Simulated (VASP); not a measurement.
**As: single point with PBE**

As:

```xyz
2
Lattice="2.5397 0.0000 0.0000 -1.2698 2.1994 0.0000 0.0000 0.0000 4.0282" Properties=species:S:1:pos:R:3 pbc="T T T"
As    0.0000    1.4663    1.0071
As    1.2698    0.7331    3.0212
```

| Property | Result |
| --- | --- |
| Program | VASP 6.6.1 |
| Task | single point |
| Functional | PBE |
| Potentials or basis | VASP PAW PBE potentials, release 64 (As) |
| Cutoff | 520 eV |
| k mesh | 16 × 16 × 9 |
| Occupations | fermi-dirac, width 0.1 eV |
| Spin | no spin polarisation |
| Dipole correction | no |
| Further INCAR settings | ALGO = Normal; EDIFF = 1e-07; NBANDS = 12 |

| Property | Result |
| --- | --- |
| Pressure | 138.9 GPa |
| Band gap on the k mesh | zero (band 5 reaches 22.40 eV, above the bottom of band 6 at 7.96 eV) |

Stress tensor (GPa, compression positive):
```
138.87   0.00   0.00
  0.00 138.87   0.00
  0.00   0.00 139.06
```

Levels at points of the mesh, in eV from the Fermi level:
```csv
k point,band 3,band 4,band 5,band 6,band 7,band 8
"(0.00, 0.00, 0.00)",-11.53,6.73,6.73,9.56,9.56,12.37
"(0.50, 0.00, 0.00)",-4.86,-4.77,-4.76,-1.86,0.29,5.01
```

Wall time 15 s on 1 thread of AMD EPYC 9R45 96-Core Processor (Zen 5) (shared host), peak memory 0.13 GiB.
